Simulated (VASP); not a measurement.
Input of a VASP 6.6.1 run:

The input POSCAR:

```
LiH
1.0
    0.0000000000      2.0086193919      2.0086193919
    2.0086193919      0.0000000000      2.0086193919
    2.0086193919      2.0086193919      0.0000000000
Li H
1 1
Direct
    0.0000000000      0.0000000000      0.0000000000
    0.5000000000      0.5000000000      0.5000000000
```

The input INCAR.step1:

```
ALGO = Normal ; EDIFF = 1E-4
ENCUT = 520 ; GGA = PE
ISMEAR = 0 ; LASPH = T
LCHARG = F ; LREAL = F
LWAVE = T ; NBANDS = 9
NELM = 100 ; PREC = Accurate
SIGMA = 0.1
```

INCAR.step2

```
ALGO = Normal ; EDIFF = 1E-6
ENCUT = 520 ; ISIF = 2
ISMEAR = 0 ; ISTART = 1
LASPH = T ; LCHARG = T
LELF = T ; LMIXTAU = T
LREAL = F ; LVHAR = T
LWAVE = F ; METAGGA = R2SCAN
NBANDS = 9 ; NELM = 100
PREC = Accurate ; SIGMA = 0.1
```

Contents of KPOINTS:

```
k-points
0
Gamma
  10 10 10
```

Potentials or basis: VASP PAW PBE potentials, release 64 (Li_sv, H).

Command:

```console
$ cat potpaw_PBE.64/Li_sv/POTCAR potpaw_PBE.64/H/POTCAR > POTCAR
$ cp INCAR.step1 INCAR
$ mpirun -np 1 vasp_std > vasp.out
$ cp INCAR.step2 INCAR
$ mpirun -np 1 vasp_std > vasp.out
```

**Question.** Estimate the band gap on the k mesh.

**Answer.** 3.59 eV, direct.

 A k mesh can miss the band edges.
